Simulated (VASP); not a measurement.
# Al (P6_3/mmc) in VASP: notebook, part 2 of 2

VASP 6.6.1. Earlier steps stand in the parts before.

### 4 Single point, r2SCAN

This run uses another cell than the first one, of the same volume but with other edges.

File POSCAR:

```
Al
1.0
    2.8872287220      0.0000000000      0.0000000000
   -1.4436143610      2.5004134198      0.0000000000
    0.0000000000      0.0000000000      4.4355374491
Al
2
Direct
    0.6666666667      0.3333333333      0.7500000000
    0.3333333333      0.6666666667      0.2500000000
```

File INCAR.step1:

```
ALGO = Normal
EDIFF = 1E-4
ENCUT = 520
GGA = PE
ISMEAR = 0
LASPH = T
LCHARG = F
LREAL = F
LWAVE = T
NBANDS = 10
NELM = 80
PREC = Accurate
SIGMA = 0.15
```

File INCAR.step2:

```
ALGO = Normal
EDIFF = 1E-7
ENCUT = 520
ISIF = 2
ISMEAR = 0
ISTART = 1
LASPH = T
LCHARG = F
LMIXTAU = T
LREAL = F
LWAVE = F
METAGGA = R2SCAN
NBANDS = 10
NELM = 80
PREC = Accurate
SIGMA = 0.15
```

File KPOINTS:

```
k-points
0
Gamma
  30 30 14
```

Potentials or basis: VASP PAW PBE potentials, release 64 (Al).

Run with:

```bash
cat potpaw_PBE.64/Al/POTCAR > POTCAR
cp INCAR.step1 INCAR
mpirun -np 1 vasp_std > vasp.out
cp INCAR.step2 INCAR
mpirun -np 1 vasp_std > vasp.out
```

OUTCAR:

```text
EDIFF = 1E-7
   ENCUT = 520
   ISIF = 2
   ISMEAR = 0
   ISTART = 1
   LASPH = T
   LREAL = F
   METAGGA = R2SCAN
   NELM = 80
   PREC = Accurate

 ion  position               nearest neighbor table
   1  0.667  0.333  0.750-   2 2.77   2 2.77   2 2.77   2 2.77   2 2.77   2 2.77
   2  0.333  0.667  0.250-   1 2.77   1 2.77   1 2.77   1 2.77   1 2.77   1 2.77

  LATTYP: Found a hexagonal cell.
 ALAT       =     2.8872287220
 C/A-ratio  =     1.5362611958

  Lattice vectors:

 A1 = (   2.8872287220,   0.0000000000,   0.0000000000)
 A2 = (  -1.4436143610,   2.5004134198,   0.0000000000)
 A3 = (   0.0000000000,   0.0000000000,   4.4355374491)

Analysis of symmetry for initial positions (statically):
=====================================================================
 Subroutine PRICEL returns:
 Original cell was already a primitive cell.

 Routine SETGRP: Setting up the symmetry group for a
 hexagonal supercell.

 Subroutine GETGRP returns: Found 24 space group operations
 (whereof 12 operations were pure point group operations)
 out of a pool of 24 trial point group operations.

[... 172 lines left out ...]
 k-point     1 :       0.0000    0.0000    0.0000
  band No.  band energies     occupation
      1      -3.7311      2.00000
      2       3.6103      2.00000
      3       4.5592      2.00000
      4      18.8594      0.00000
      5      18.8594      0.00000
      6      19.3337      0.00000
      7      19.3337      0.00000
      8      21.6736      0.00000
      9      22.7332      0.00000
     10      24.7200      0.00000
[... 287 lines left out ...]
 k-point    24 :       0.2667    0.0333    0.0000
  band No.  band energies     occupation
      1      -1.7049      2.00000
      2       5.4950      2.00000
      3       6.3449      2.00000
      4       9.0496      0.00000
      5      14.0448      0.00000
      6      15.6128      0.00000
      7      15.9812      0.00000
      8      18.0770      0.00000
      9      20.8155      0.00000
     10      21.5375      0.00000

 [... further k-points ...]

------------------------ aborting loop because EDIFF is reached ----------------------------------------

  FORCE on cell =-STRESS in cart. coord.  units (eV):
  Direction    XX          YY          ZZ          XY          YZ          ZX
  --------------------------------------------------------------------------------------
  -------------------------------------------------------------------------------------
  Total       -0.4026093     -0.4026093      0.8415987      0.0000000     -0.0000000      0.0000000
  in kB      -20.1444351    -20.1444351     42.1091412      0.0000000     -0.0000000      0.0000000
  external PRESSURE =       0.6067570 kB  Pullay stress =       0.0000000 kB

 VOLUME and BASIS-vectors are now :
 -----------------------------------------------------------------------------
  energy-cutoff  :      520.00
  volume of cell :       32.02
      direct lattice vectors                 reciprocal lattice vectors
     2.887228722  0.000000000  0.000000000     0.346352886  0.199966932  0.000000000
    -1.443614361  2.500413420  0.000000000     0.000000000  0.399933864  0.000000000
     0.000000000  0.000000000  4.435537449     0.000000000  0.000000000  0.225451822

 POSITION                                       TOTAL-FORCE (eV/Angst)
 -----------------------------------------------------------------------------------
      1.44361      0.83347      3.32665         0.000000      0.000000      0.000000
     -0.00000      1.66694      1.10888        -0.000000      0.000000      0.000000
 -----------------------------------------------------------------------------------
    total drift:                                0.000000     -0.000000     -0.000000

  FREE ENERGIE OF THE ION-ELECTRON SYSTEM (eV)
  ---------------------------------------------------
  free  energy   TOTEN  =       -13.3764755758 eV

  energy  without entropy=      -13.3682123454  energy(sigma->0) =      -13.37234396
```

OUTCAR.step1:

```text
EDIFF = 1E-4
   ENCUT = 520
   GGA = PE
   ISMEAR = 0
   LASPH = T
[... 536 lines left out ...]
 -----------------------------------------------------------------------------------
      1.44361      0.83347      3.32665         0.000000      0.000000      0.000000
     -0.00000      1.66694      1.10888        -0.000000      0.000000      0.000000
 -----------------------------------------------------------------------------------
    total drift:                                0.000000     -0.000000     -0.000000

  FREE ENERGIE OF THE ION-ELECTRON SYSTEM (eV)
  ---------------------------------------------------
  free  energy   TOTEN  =        -7.3950746945 eV

  energy  without entropy=       -7.3860480489  energy(sigma->0) =       -7.39056137
```

Run time: 4.2 min. Hardware: 1 thread of Intel Xeon 6975P-C (Granite Rapids), shared host; peak memory 0.3 GiB.

What came out:

| Property | Result |
| --- | --- |
| Free energy | -13.3765 eV |
| Pressure | 0.1 GPa |
| Band gap on the k mesh | zero (bands 3 and 4 overlap by 8.92 eV) |

Stress tensor (GPa, compression positive):
```
-2.01  0.00  0.00
 0.00 -2.01  0.00
 0.00  0.00  4.21
```

Levels at points of the mesh, in eV from the Fermi level:
```
           k point  band 1  band 2  band 3  band 4  band 5  band 6  band 7  band 8
(0.00, 0.00, 0.00)  -12.08   -4.74   -3.79   10.51   10.51   10.99   10.99   13.33
(0.50, 0.00, 0.00)   -6.00   -5.86    0.67    1.55    1.96    2.44    5.36    7.63
(0.00, 0.00, 0.50)  -10.09  -10.09    4.99    4.99   11.90   11.90   11.90   11.90
(0.50, 0.00, 0.50)   -4.44   -4.44   -3.52   -3.52    7.06    7.06    8.01    8.01
```

Caveat: the PAW data sets were made with another functional, which shifts forces and pressure a little.

### 5 Single point, r2SCAN

This run uses another cell than the first one, of the same volume but with other edges.

File POSCAR:

```
Al
1.0
    3.0249193697      0.0000000000      0.0000000000
   -1.5124596848      2.6196570185      0.0000000000
    0.0000000000      0.0000000000      4.0409271723
Al
2
Direct
    0.6666666667      0.3333333333      0.7500000000
    0.3333333333      0.6666666667      0.2500000000
```

File INCAR.step1:

```
SYSTEM = Al
PREC = Accurate
ENCUT = 520
ISMEAR = 0
SIGMA = 0.15
LREAL = .FALSE.
LASPH = .TRUE.
NELM = 80
NBANDS = 10
GGA = PE
ALGO = Normal
EDIFF = 1E-4
LWAVE = .TRUE.
LCHARG = .FALSE.
```

File INCAR.step2:

```
SYSTEM = Al
PREC = Accurate
ENCUT = 520
EDIFF = 1E-6
ISMEAR = 0
SIGMA = 0.15
LREAL = .FALSE.
LASPH = .TRUE.
NELM = 80
ALGO = Normal
ISIF = 2
LWAVE = .FALSE.
LCHARG = .FALSE.
METAGGA = R2SCAN
LMIXTAU = .TRUE.
NBANDS = 10
ISTART = 1
```

File KPOINTS:

```
Automatic mesh
0
G
  30 30 14
  0 0 0
```

Run with:

```bash
cat potpaw_PBE.64/Al/POTCAR > POTCAR
cp INCAR.step1 INCAR
mpirun -np 1 vasp_std > vasp.out
cp INCAR.step2 INCAR
mpirun -np 1 vasp_std > vasp.out
```

Run time: 8.3 min. Hardware: 1 thread of Intel Xeon 8259CL, shared host; peak memory 0.3 GiB.

It converged, with:

```
Free energy            : -13.1557 eV
Pressure               : 4.1 GPa
Band gap on the k mesh : zero (bands 3 and 4 overlap by 11.85 eV)
```

Stress tensor (GPa, compression positive):
```
-2.09  0.00  0.00
 0.00 -2.09  0.00
 0.00  0.00 16.36
```

Levels at points of the mesh, in eV from the Fermi level:
```csv
k point,band 1,band 2,band 3,band 4,band 5,band 6,band 7
"(0.00, 0.00, 0.00)",-12.02,-3.48,-1.79,8.24,8.24,9.24,9.24
"(0.50, 0.00, 0.00)",-6.61,-6.20,1.23,2.28,3.22,3.67,3.73
"(0.00, 0.00, 0.50)",-9.64,-9.64,8.25,8.25,10.10,10.10,10.10
"(0.50, 0.00, 0.50)",-4.56,-4.56,-3.59,-3.59,5.78,5.78,7.60
```

Caveat: the cell stands under pressure; the PAW data sets were made with another functional, which shifts forces and pressure a little.

### 6 Summary

```tsv
cell	gap on the mesh (eV)	pressure (GPa)
a = 2.964, b = 2.964, c = 4.208 Å, angles 90.0, 90.0, 120.0°, 2 atoms	none	1.9
a = 2.643, b = 2.643, c = 5.295 Å, angles 90.0, 90.0, 120.0°, 2 atoms	none	5.0
a = 2.887, b = 2.887, c = 4.436 Å, angles 90.0, 90.0, 120.0°, 2 atoms	none	0.1
a = 3.025, b = 3.025, c = 4.041 Å, angles 90.0, 90.0, 120.0°, 2 atoms	none	4.1
```

Alike in all rows: task single point; level r2SCAN; potentials or basis VASP PAW PBE potentials, release 64 (Al); no spin polarisation; k mesh 30 × 30 × 14; cutoff (eV) 520; smearing gaussian 0.15 eV.

Caveats: the PAW data sets were made with another functional, which shifts forces and pressure a little; the cell stands under pressure (at least some runs).

Total energies depend on the potentials used, so only differences within one code and one set of settings carry meaning.
